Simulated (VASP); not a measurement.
Set up this calculation in VASP 6.6.1, as the native input.

```yaml
Task: single point
Functional: PBEsol
Potentials_or_basis: VASP PAW PBE potentials, release 64 (W_sv)
Cutoff: 520 eV
k_mesh: 8 × 8 × 8
Occupations: gaussian, width 0.15 eV
Spin: no spin polarisation
Dipole_correction: no
Further_INCAR_settings: ALGO = Fast; EDIFF = 1e-07; NBANDS = 66
```

The structure of W lies in POSCAR:

```
W
1.0
    5.0320434147      0.0000000000      0.0000000000
    0.0000000000      5.0320434147      0.0188701628
    0.0000000000      0.0188701628      5.0320434147
W
8
Direct
    0.0000000000      0.0000000000      0.0000000000
    0.5000000000      0.5000000000      0.5000000000
    0.0000000000      0.5000000000      0.2500000000
    0.0000000000      0.5000000000      0.7500000000
    0.2500000000      0.0000000000      0.5000000000
    0.7500000000      0.0000000000      0.5000000000
    0.5000000000      0.7500000000      0.0000000000
    0.5000000000      0.2500000000      0.0000000000
```

This cell differs from its parent crystal: strain +0.0075 x Voigt [0, 0, 0, 1, 0, 0].

These files were run (other wordings do the same):

INCAR

```
PREC = Accurate ; ENCUT = 520
EDIFF = 1E-7 ; ISMEAR = 0
SIGMA = 0.15 ; LREAL = F
LASPH = T ; NELM = 100
ALGO = Fast ; ISIF = 2
LWAVE = F ; LCHARG = F
GGA = PS ; NBANDS = 66
```

KPOINTS

```
regular mesh
0
Gamma
  8 8 8
```

Potentials or basis: VASP PAW PBE potentials, release 64 (W_sv).

Command:

```sh
$ cat potpaw_PBE.64/W_sv/POTCAR > POTCAR
$ mpirun -np 1 vasp_std > vasp.out
```

It gave:

```
Pressure               : 0.8 GPa
Largest force          : 0.004 eV/Å
Band gap on the k mesh : zero (bands 56 and 57 overlap by 0.92 eV)
```

Caveat: the cell differs from its parent crystal (strain +0.0075 x Voigt [0, 0, 0, 1, 0, 0]); the PAW data sets were made with another functional, which shifts forces and pressure a little; spin-orbit coupling is left out, which moves the levels of the heavy elements.

It took 19 min on 1 thread of Intel Xeon 8259CL (shared host), peak memory 0.62 GiB.
